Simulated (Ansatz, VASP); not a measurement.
# Two plane-wave programs on Au

```
CELL_PARAMETERS angstrom
2.84130 0.00000 0.00000
-1.42065 2.46064 0.00000
0.00000 0.00000 4.78123
ATOMIC_POSITIONS crystal
Au 0.33333 0.66667 0.75000
Au 0.66667 0.33333 0.25000
```

Change from the starting cell: volume scaled by 0.9405, PAW files.

Alike in both runs: task electric field gradients; functional PBEsol; k mesh 14 × 14 × 8; occupations fermi-dirac, width 0.03 eV; no spin polarisation.

```csv
,VASP,Ansatz
version,VASP 6.6.1,Ansatz 0.2.0
potentials or method,"VASP PAW PBE potentials, release 64 (Au_sv_GW)","PAW with Ansatz's default frozen-core files, scalar-relativistic"
plane-wave cutoff (eV),400,420
valence electrons in the cell,38,38
```

VASP gave:

* size of Vzz on the site where it differs most (V/Å²): 23.0

Q: What did Ansatz give for the same quantities?

A: Size of Vzz on the site where it differs most (V/Å²): 17.4.

VASP's potentials were made for PBE, not for PBEsol.

Neither program's run includes spin-orbit coupling.
